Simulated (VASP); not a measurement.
# Ti (P6_3/mmc) in VASP: a series of runs, part 2 of 3

VASP 6.6.1. Earlier steps stand in the parts before.

**3. Electric field gradients, PBEsol (equal xx and yy strain of +1 %)**

Input file INCAR:

```
SYSTEM = Ti
PREC = Accurate
ENCUT = 520
EDIFF = 1E-8
ISMEAR = -1
SIGMA = 0.08
LREAL = .FALSE.
LASPH = .TRUE.
NELM = 80
ALGO = Normal
ISIF = 2
LWAVE = .FALSE.
LCHARG = .FALSE.
GGA = PS
LEFG = .TRUE.
NBANDS = 19
```

Input file KPOINTS:

```
regular mesh
0
G
  13 13 7
  0 0 0
```

Input file POSCAR:

```
Ti
1.0
    2.9794978390      0.0000000000      0.0000000000
   -1.4897489195      2.5803208191      0.0000000000
    0.0000000000      0.0000000000      4.6860000000
Ti
2
Direct
    0.3333333333      0.6666666667      0.2500000000
    0.6666666667      0.3333333333      0.7500000000
```

Potentials or basis: VASP PAW PBE potentials, release 64 (Ti_sv).

Command:

```sh
> cat potpaw_PBE.64/Ti_sv/POTCAR > POTCAR
> mpirun -np 1 vasp_std > vasp.out
```

OUTCAR:

```text
SYSTEM = Ti
   PREC = Accurate
   ENCUT = 520
   EDIFF = 1E-8
   ISMEAR = -1
   LREAL = .FALSE.
   LASPH = .TRUE.
   NELM = 80
   ISIF = 2
   GGA = PS

 ion  position               nearest neighbor table
   1  0.333  0.667  0.250-   2 2.91   2 2.91   2 2.91   2 2.91   2 2.91   2 2.91
   2  0.667  0.333  0.750-   1 2.91   1 2.91   1 2.91   1 2.91   1 2.91   1 2.91

  LATTYP: Found a hexagonal cell.
 ALAT       =     2.9794978390
 C/A-ratio  =     1.5727482459

  Lattice vectors:

 A1 = (   2.9794978390,   0.0000000000,   0.0000000000)
 A2 = (  -1.4897489195,   2.5803208191,   0.0000000000)
 A3 = (   0.0000000000,   0.0000000000,   4.6860000000)

Analysis of symmetry for initial positions (statically):
=====================================================================
 Subroutine PRICEL returns:
 Original cell was already a primitive cell.

 Routine SETGRP: Setting up the symmetry group for a
 hexagonal supercell.

 Subroutine GETGRP returns: Found 24 space group operations
 (whereof 12 operations were pure point group operations)
 out of a pool of 24 trial point group operations.

The static configuration has the point symmetry D_3d.
 The point group associated with its full space group is D_6h.

Analysis of symmetry for dynamics (positions and initial velocities):
=====================================================================
 Subroutine PRICEL returns:
 Original cell was already a primitive cell.

 Routine SETGRP: Setting up the symmetry group for a
 hexagonal supercell.

 Subroutine GETGRP returns: Found 24 space group operations
 (whereof 12 operations were pure point group operations)
 out of a pool of 24 trial point group operations.

The dynamic configuration has the point symmetry D_3d.
 The point group associated with its full space group is D_6h.

 Subroutine INISYM returns: Found 24 space group operations
 (whereof 12 operations are pure point group operations),
 and found     1 'primitive' translations

----------------------------------------------------------------------------------------

                                     Primitive cell

  volume of cell :      36.0263

  direct lattice vectors                    reciprocal lattice vectors
     2.979497839  0.000000000  0.000000000     0.335627026  0.193774354  0.000000000
    -1.489748919  2.580320819  0.000000000     0.000000000  0.387548708  0.000000000
     0.000000000  0.000000000  4.686000000     0.000000000  0.000000000  0.213401622

  length of vectors
     2.979497839  2.979497839  4.686000000     0.387548708  0.387548708  0.213401622

  position of ions in fractional coordinates (direct lattice)
     0.333333333  0.666666667  0.250000000
     0.666666667  0.333333333  0.750000000

  ion indices of the primitive-cell ions
   primitive index   ion index
                 1           1
                 2           2

[... 76 lines left out ...]
   NFREE  =      0    steps in history (QN), initial steepest desc. (CG)
   ISIF   =      2    stress and relaxation
   ISYM   =      2    0-nonsym 1-usesym 2-fastsym
   POTIM  = 0.5000    time-step for ionic-motion
   TEBEG  =    0.0;   TEEND  =   0.0 temperature during run
   PSTRESS=    0.0 pullay stress
   NELECT =      24.0000    total number of electrons
   NUPDOWN=      -1.0000    fix difference up-down
   EMIN   =  10.00;   EMAX   =-10.00  energy-range for DOS
   EFERMI =   0.00;   METHOD = LEGACY
   ISMEAR =    -1;   SIGMA  =   0.08  broadening in eV -4-tet -1-fermi 0-gaus
   EFERMI_NEDOS =   21; number of points for ismear=-14 and -15
   IALGO  =     38    algorithm
   IMIX   =      4    mixing-type and parameters
     AMIX     =   0.40;   BMIX     =  1.00
     AMIX_MAG =   1.60;   BMIX_MAG =  1.00
  volume/ion in A,a.u.               =      18.01       121.56
  Fermi-wavevector in a.u.,A,eV,Ry     =   1.429790  2.701911 27.814378  2.044299
  Thomas-Fermi vector in A             =   2.549705
   LORBIT       =      0    0 simple, 1 ext, 2 COOP (PROOUT), +10 PAW based schemes
   GGA     = PS    functional components
   LHFCALC =     F    Hartree Fock is set to
   AEXX    =    0.0000 exact exchange contribution
   IVDW    =     0    specifies the selected vdW correction
   LEPSILON=     F    determine dielectric tensor
   LRPA    =     F    only Hartree local field effects (RPA)
 non-spin polarized calculation
  energy-cutoff  :      520.00
  volume of cell :       36.03
 maximum number of plane-waves:      1008
 NGX is ok and might be reduce to    24
   NGX = 11   NGY = 11   NGZ = 17

 number of electron      24.0000007 magnetization

 Free energy of the ion-electron system (eV)
  ---------------------------------------------------
  ext. energy  EPLUGINS =         0.00000000
  ---------------------------------------------------
  free energy    TOTEN  =       -16.63296075 eV

  energy without entropy =      -16.58277484  energy(sigma->0) =      -16.60786780

 E-fermi :   7.8198     XC(G=0): -11.4614

 val. band max:        7.8183691146   @ k =   0.3077   0.2308   0.4286
 cond. band min:       7.8517284372   @ k =   0.0769   0.0769   0.0000
 fundamental gap:      0.0333593227
 Fermi energy:         7.8197848560

 k-point     1 :       0.0000    0.0000    0.0000
  band No.  band energies     occupation
      1     -48.8581      2.00000
      2     -48.7346      2.00000
      3     -25.5135      2.00000
      4     -24.9342      2.00000
      5     -24.9342      2.00000
      6     -24.8657      2.00000
[... 505 lines left out ...]
      6     -24.9580      2.00000
[... 11 lines left out ...]
     18       9.5553      0.00000
     19      10.9830      0.00000

 [... further k-points ...]

------------------------ aborting loop because EDIFF is reached ----------------------------------------

  FORCE on cell =-STRESS in cart. coord.  units (eV):
  Direction    XX          YY          ZZ          XY          YZ          ZX
  --------------------------------------------------------------------------------------
  -------------------------------------------------------------------------------------
  Total       -1.7964627     -1.7964627     -1.6925736      0.0000000     -0.0000000      0.0000000
  in kB      -79.8931836    -79.8931836    -75.2729726      0.0000000     -0.0000000      0.0000000
  external PRESSURE =     -78.3531133 kB  Pullay stress =       0.0000000 kB

 VOLUME and BASIS-vectors are now :
 -----------------------------------------------------------------------------
  energy-cutoff  :      520.00
  volume of cell :       36.03
      direct lattice vectors                 reciprocal lattice vectors
     2.979497839  0.000000000  0.000000000     0.335627026  0.193774354  0.000000000
    -1.489748919  2.580320819  0.000000000     0.000000000  0.387548708  0.000000000
     0.000000000  0.000000000  4.686000000     0.000000000  0.000000000  0.213401622

 POSITION                                       TOTAL-FORCE (eV/Angst)
 -----------------------------------------------------------------------------------
     -0.00000      1.72021      1.17150         0.000000     -0.000000      0.000000
      1.48975      0.86011      3.51450        -0.000000      0.000000      0.000000
 -----------------------------------------------------------------------------------
    total drift:                               -0.000000      0.000000     -0.000000

  FREE ENERGIE OF THE ION-ELECTRON SYSTEM (eV)
  ---------------------------------------------------
  free  energy   TOTEN  =       -16.6329607538 eV

  energy  without entropy=      -16.5827748403  energy(sigma->0) =      -16.60786780

 Electric field gradients (V/A^2)
---------------------------------------------------------------------
 ion       V_xx      V_yy      V_zz      V_xy      V_xz      V_yz
---------------------------------------------------------------------
   1      -8.737    -8.738    17.476    -0.001     0.000    -0.000
   2      -8.737    -8.738    17.476    -0.001    -0.000     0.000
---------------------------------------------------------------------

 Electric field gradients after diagonalization (V/A^2)
 (convention: |V_zz| > |V_xx| > |V_yy|)
----------------------------------------------------------------------
 ion       V_xx      V_yy      V_zz     asymmetry (V_yy - V_xx)/ V_zz
----------------------------------------------------------------------
   1      -8.739    -8.737    17.476       0.000
   2      -8.739    -8.737    17.476       0.000
----------------------------------------------------------------------

           NMR quadrupolar parameters

 Cq : quadrupolar parameter    Cq=e*Q*V_zz/h
 eta: asymmetry parameters     (V_yy - V_xx)/ V_zz
 Q  : nuclear electric quadrupole moment in mb (millibarn)
----------------------------------------------------------------------
 ion       Cq(MHz)       eta       Q (mb)
----------------------------------------------------------------------
   1       0.042       0.000       1.000
   2       0.042       0.000       1.000
----------------------------------------------------------------------
```

OSZICAR:

```text
N       E                     dE             d eps       ncg     rms          rms(c)
DAV:   1     0.260293093453E+03    0.26029E+03   -0.13034E+04  3192   0.156E+03
DAV:   2     0.106794990416E+02   -0.24961E+03   -0.24575E+03  3282   0.440E+02
DAV:   3    -0.178166340955E+02   -0.28496E+02   -0.28215E+02  5985   0.123E+02
DAV:   4    -0.190601977088E+02   -0.12436E+01   -0.12406E+01  3741   0.261E+01
DAV:   5    -0.191197157145E+02   -0.59518E-01   -0.59509E-01  4729   0.411E+00    0.120E+01
DAV:   6    -0.166459593321E+02    0.24738E+01   -0.90780E+00  3736   0.296E+01    0.276E+00
DAV:   7    -0.166204169382E+02    0.25542E-01   -0.77262E-01  4803   0.608E+00    0.205E+00
DAV:   8    -0.166403181010E+02   -0.19901E-01   -0.19868E-01  3532   0.523E+00    0.665E-01
DAV:   9    -0.166325091574E+02    0.78089E-02   -0.46766E-02  3715   0.211E+00    0.706E-02
DAV:  10    -0.166328916256E+02   -0.38247E-03   -0.28071E-03  4691   0.314E-01    0.872E-02
DAV:  11    -0.166329673556E+02   -0.75730E-04   -0.17083E-04  3721   0.847E-02    0.359E-02
DAV:  12    -0.166329608652E+02    0.64904E-05   -0.27289E-05  3898   0.429E-02    0.106E-02
DAV:  13    -0.166329608174E+02    0.47755E-07   -0.27328E-06  3516   0.151E-02    0.127E-03
DAV:  14    -0.166329607350E+02    0.82460E-07   -0.23097E-07  4413   0.277E-03    0.966E-04
DAV:  15    -0.166329607029E+02    0.32098E-07   -0.62678E-08  3240   0.191E-03    0.377E-04
DAV:  16    -0.166329607686E+02   -0.65724E-07   -0.98779E-09  2362   0.679E-04    0.156E-04
DAV:  17    -0.166329607556E+02    0.12981E-07   -0.81478E-10  1743   0.248E-04    0.392E-05
DAV:  18    -0.166329607538E+02    0.17840E-08   -0.17958E-10  1746   0.974E-05
   1 F= -.16632961E+02 E0= -.16607868E+02  d E =-.501859E-01
```

It used 210 s of CPU time on 1 thread of AMD EPYC 7R13 Processor (Zen 3), on a shared host.

What came out:

* Free energy: -16.6330 eV
* Pressure: -7.8 GPa
* Band gap on the k mesh: zero (band 12 reaches 8.57 eV, above the bottom of band 13 at 7.51 eV)

Stress tensor (GPa, compression positive):
```
-7.99  0.00  0.00
 0.00 -7.99  0.00
 0.00  0.00 -7.53
```

Electric field gradients, principal values (V/Å²):
```csv
atom,least,middle,greatest (by size)
1 Ti,-8.737,-8.739,17.476
2 Ti,-8.737,-8.739,17.476
```

Caveat: the cell differs from its parent crystal (equal xx and yy strain of +1 %); without QUAD_EFG the Cq values of the log hold for a quadrupole moment of 1 mb, not for the nuclei; the PAW data sets were made with another functional, which shifts forces and pressure a little.

**4. Electric field gradients, PBEsol (volume scaled by 1.02)**

Input file INCAR:

```
  ALGO = Normal
  EDIFF = 1E-8
  ENCUT = 520
  GGA = PS
  ISIF = 2
  ISMEAR = -1
  LASPH = True
  LCHARG = False
  LEFG = True
  LREAL = False
  LWAVE = False
  NBANDS = 19
  NELM = 80
  PREC = Accurate
  SIGMA = 0.08
```

Input file KPOINTS:

```
k-points
0
Gamma
  13 13 7
```

Input file POSCAR:

```
Ti
1.0
    2.9695348394      0.0000000000      0.0000000000
   -1.4847674197      2.5716926084      0.0000000000
    0.0000000000      0.0000000000      4.7170340170
Ti
2
Direct
    0.3333333333      0.6666666667      0.2500000000
    0.6666666667      0.3333333333      0.7500000000
```

Potentials or basis: VASP PAW PBE potentials, release 64 (Ti_sv).

Command:

```sh
> cat potpaw_PBE.64/Ti_sv/POTCAR > POTCAR
> mpirun -np 1 vasp_std > vasp.out
```

OUTCAR:

```text
EDIFF = 1E-8
   ENCUT = 520
   GGA = PS
   ISIF = 2
   ISMEAR = -1
   LASPH = True
   LREAL = False
   NELM = 80
   PREC = Accurate

 ion  position               nearest neighbor table
   1  0.333  0.667  0.250-   2 2.92   2 2.92   2 2.92   2 2.92   2 2.92   2 2.92
   2  0.667  0.333  0.750-   1 2.92   1 2.92   1 2.92   1 2.92   1 2.92   1 2.92

  LATTYP: Found a hexagonal cell.
 ALAT       =     2.9695348394
 C/A-ratio  =     1.5884757284

  Lattice vectors:

 A1 = (   2.9695348394,   0.0000000000,   0.0000000000)
 A2 = (  -1.4847674197,   2.5716926084,   0.0000000000)
 A3 = (   0.0000000000,   0.0000000000,   4.7170340170)

Analysis of symmetry for initial positions (statically):
=====================================================================
 Subroutine PRICEL returns:
 Original cell was already a primitive cell.

 Routine SETGRP: Setting up the symmetry group for a
[... 719 lines left out ...]
  energy-cutoff  :      520.00
  volume of cell :       36.02
      direct lattice vectors                 reciprocal lattice vectors
     2.969534839  0.000000000  0.000000000     0.336753079  0.194424481  0.000000000
    -1.484767420  2.571692608  0.000000000     0.000000000  0.388848961  0.000000000
     0.000000000  0.000000000  4.717034017     0.000000000  0.000000000  0.211997623

 POSITION                                       TOTAL-FORCE (eV/Angst)
 -----------------------------------------------------------------------------------
     -0.00000      1.71446      1.17926         0.000000      0.000000      0.000000
      1.48477      0.85723      3.53778        -0.000000     -0.000000      0.000000
 -----------------------------------------------------------------------------------
    total drift:                               -0.000000      0.000000     -0.000000

  FREE ENERGIE OF THE ION-ELECTRON SYSTEM (eV)
  ---------------------------------------------------
  free  energy   TOTEN  =       -16.6330859207 eV

  energy  without entropy=      -16.5827596411  energy(sigma->0) =      -16.60792278

 Electric field gradients (V/A^2)
---------------------------------------------------------------------
 ion       V_xx      V_yy      V_zz      V_xy      V_xz      V_yz
---------------------------------------------------------------------
   1      -7.891    -7.892    15.783    -0.001     0.000    -0.000
   2      -7.891    -7.892    15.783    -0.001    -0.000     0.000
---------------------------------------------------------------------

 Electric field gradients after diagonalization (V/A^2)
 (convention: |V_zz| > |V_xx| > |V_yy|)
----------------------------------------------------------------------
 ion       V_xx      V_yy      V_zz     asymmetry (V_yy - V_xx)/ V_zz
----------------------------------------------------------------------
   1      -7.892    -7.891    15.783       0.000
   2      -7.892    -7.891    15.783       0.000
----------------------------------------------------------------------

           NMR quadrupolar parameters

 Cq : quadrupolar parameter    Cq=e*Q*V_zz/h
 eta: asymmetry parameters     (V_yy - V_xx)/ V_zz
 Q  : nuclear electric quadrupole moment in mb (millibarn)
----------------------------------------------------------------------
 ion       Cq(MHz)       eta       Q (mb)
----------------------------------------------------------------------
   1       0.038       0.000       1.000
   2       0.038       0.000       1.000
----------------------------------------------------------------------
```

OSZICAR:

```text
N       E                     dE             d eps       ncg     rms          rms(c)
DAV:   1     0.261020197504E+03    0.26102E+03   -0.13029E+04  3192   0.156E+03
DAV:   2     0.113924851873E+02   -0.24963E+03   -0.24580E+03  3264   0.440E+02
DAV:   3    -0.177176636137E+02   -0.29110E+02   -0.28722E+02  5968   0.123E+02
DAV:   4    -0.190514676072E+02   -0.13338E+01   -0.13320E+01  3656   0.273E+01
DAV:   5    -0.191164643504E+02   -0.64997E-01   -0.64988E-01  4763   0.431E+00    0.120E+01
DAV:   6    -0.166472232798E+02    0.24692E+01   -0.90620E+00  3739   0.296E+01    0.276E+00
DAV:   7    -0.166205403636E+02    0.26683E-01   -0.76726E-01  4804   0.609E+00    0.205E+00
DAV:   8    -0.166402157297E+02   -0.19675E-01   -0.19576E-01  3558   0.519E+00    0.652E-01
DAV:   9    -0.166326402476E+02    0.75755E-02   -0.45606E-02  3699   0.208E+00    0.707E-02
DAV:  10    -0.166330158043E+02   -0.37556E-03   -0.27834E-03  4735   0.310E-01    0.869E-02
DAV:  11    -0.166330922505E+02   -0.76446E-04   -0.16349E-04  3695   0.844E-02    0.355E-02
DAV:  12    -0.166330859591E+02    0.62914E-05   -0.28451E-05  3971   0.429E-02    0.109E-02
DAV:  13    -0.166330859361E+02    0.23044E-07   -0.24964E-06  3543   0.146E-02    0.834E-04
DAV:  14    -0.166330859119E+02    0.24197E-07   -0.22754E-07  4667   0.251E-03    0.102E-03
DAV:  15    -0.166330858812E+02    0.30718E-07   -0.48225E-08  3193   0.167E-03    0.220E-04
DAV:  16    -0.166330859325E+02   -0.51341E-07   -0.57831E-09  2011   0.494E-04    0.130E-04
DAV:  17    -0.166330859212E+02    0.11324E-07   -0.91901E-10  1755   0.228E-04    0.242E-05
DAV:  18    -0.166330859207E+02    0.50659E-09   -0.24852E-10  1719   0.102E-04
   1 F= -.16633086E+02 E0= -.16607923E+02  d E =-.503263E-01
```

stdout:

```text
POSCAR found type information on POSCAR Ti
 POSCAR found :  1 types and       2 ions
 scaLAPACK will be used
 -----------------------------------------------------------------------------
|                                                                             |
|                                                                             |
|     You enforced a specific xc type in the INCAR file but a different       |
|     I HOPE YOU KNOW WHAT YOU ARE DOING!                                     |
|                                                                             |
 -----------------------------------------------------------------------------

 LDA part: xc-table for (Slater+PW92), standard interpolation
 POSCAR, INCAR and KPOINTS ok, starting setup
 FFT: planning ... GRIDC
 FFT: planning ... GRID_SOFT
 FFT: planning ... GRID
 WAVECAR not read
 entering main loop
ion   1

ion   2
```

It used 150 s of CPU time on 1 thread of AMD EPYC 7R13 Processor (Zen 3), with other jobs on the host.

Results:

| Quantity | Value |
| --- | --- |
| Free energy | -16.6331 eV |
| Pressure | -7.8 GPa |
| Band gap on the k mesh | zero (band 12 reaches 8.59 eV, above the bottom of band 13 at 7.52 eV) |

Levels at points of the mesh, in eV from the Fermi level:
```
           k point  band 10  band 11  band 12  band 13  band 14  band 15
(0.00, 0.00, 0.00)    -2.59     0.68     0.77     0.77     0.86     1.24
```

Electric field gradients, principal values (V/Å²):
```csv
atom,least,middle,greatest (by size)
1 Ti,-7.891,-7.892,15.783
2 Ti,-7.891,-7.892,15.783
```

Caveat: without QUAD_EFG the Cq values of the log hold for a quadrupole moment of 1 mb, not for the nuclei; the PAW data sets were made with another functional, which shifts forces and pressure a little.

(Part 2 of 3 ends here.)
